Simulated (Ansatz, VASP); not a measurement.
**SnTe in VASP and in Ansatz**

The input INCAR:

```
PREC = Accurate ; ENCUT = 520
EDIFF = 1E-6 ; ISMEAR = 0
SIGMA = 0.05 ; LREAL = False
LASPH = True ; NELM = 100
ALGO = Normal ; ISIF = 2
LWAVE = False ; LCHARG = True
GGA = RP ; LELF = True
LVHAR = True ; NBANDS = 17
```

KPOINTS

```
Automatic mesh
0
Gamma
  6 6 6
```

File POSCAR:

```
SnTe
1.0
    0.0000000000      3.2652456390      3.2652456390
    3.2652456390      0.0000000000      3.2652456390
    3.2652456390      3.2652456390      0.0000000000
Sn Te
1 1
Direct
    0.5000000000      0.5000000000      0.5000000000
    0.0000000000      0.0000000000      0.0000000000
```

Input for Ansatz:

```yaml
crystal:
  lattice:
    - [0.0, 3.265245639, 3.265245639]
    - [3.265245639, 0.0, 3.265245639]
    - [3.265245639, 3.265245639, 0.0]
  atoms:
    - { symbol: Sn, position: [0.5, 0.5, 0.5] }
    - { symbol: Te, position: [0.0, 0.0, 0.0] }
basis:
  ecutwfc: 420
  ecutrho_ratio: 4
kpoints:
  mp_grid: { grid: [6, 6, 6] }
hamiltonian:
  xc: rpbe
scf:
  occupations: { method: gaussian, width: 0.05 }
output:
  forces: true
  stress: true
  eigenvalues: true
```

Alike in both runs: task single point; functional RPBE; k mesh 6 × 6 × 6; occupations gaussian, width 0.05 eV; no spin polarisation.

|  | VASP | Ansatz |
| --- | --- | --- |
| version | VASP 6.6.1 | Ansatz 0.2.0 |
| potentials or method | VASP PAW PBE potentials, release 64 (Sn_d, Te), cutoff 520 eV | scalar-relativistic, plane waves, PAW |
| valence electrons in the cell | 20 | 30 |

```csv
,VASP,Ansatz,Ansatz less VASP
gap on the k mesh at the Fermi level (eV),0.23,0.23,+0.001
least direct gap on the mesh (eV),0.23,0.23,+0.001
pressure (GPa),-0.8,-0.7,+0.08
```

VASP's potentials were made for PBE, not for RPBE. VASP's potentials hold 20 valence electrons a cell and Ansatz's 30, so a difference there can come from the potentials and not from the codes.

Neither program's run includes spin-orbit coupling.
